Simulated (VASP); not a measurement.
Runs of VASP 6.6.1 on P. The structure is that of space group Pm-3m (No. 221), or close to it. The cells are those of the table. 

| task | cell | cutoff (eV) | gap on the mesh (eV) | pressure (GPa) |
| --- | --- | --- | --- | --- |
| electric field gradients | a = 4.273, b = 4.273, c = 4.378 Å, 1 atom | 520 | none | -3.8 |
| electric field gradients | a = 4.186, b = 4.186, c = 4.289 Å, 1 atom | 400 | none | -4.4 |
| electric field gradients | a = 4.273, b = 4.273, c = 4.378 Å, angles 88.8°, 1 atom | 400 | none | -3.8 |
| single point | a = 4.244, b = 4.244, c = 4.349 Å, 1 atom | 500 | none | -4.0 |
| single point | a = 4.273, b = 4.273, c = 4.290 Å, 1 atom | 500 | none | -4.0 |
| single point | a = 4.259, b = 4.259, c = 4.363 Å, 1 atom | 500 | none | (a) |
| electric field gradients | a = 4.215, b = 4.215, c = 4.319 Å, 1 atom | 400 | none | -4.2 |
| single point | a = 4.187, b = 4.187, c = 4.378 Å, 1 atom | 500 | none | -4.2 |
| electric field gradients | a = 4.287, b = 4.287, c = 4.393 Å, 1 atom | 400 | none | -3.7 |
| single point | a = 4.287, b = 4.287, c = 4.393 Å, 1 atom | 500 | none | -3.7 |

Alike in all rows: level PBEsol; potentials or basis VASP PAW PBE potentials, release 64 (P); no spin polarisation; k mesh 10 × 10 × 9; smearing fermi-dirac 0.08 eV.

Fill in the values left out.

(a) -3.9.

Caveats: the cell stands under tension; the PAW data sets were made with another functional, which shifts forces and pressure a little.

A gap of «none» marks levels without a gap at the run's occupations.
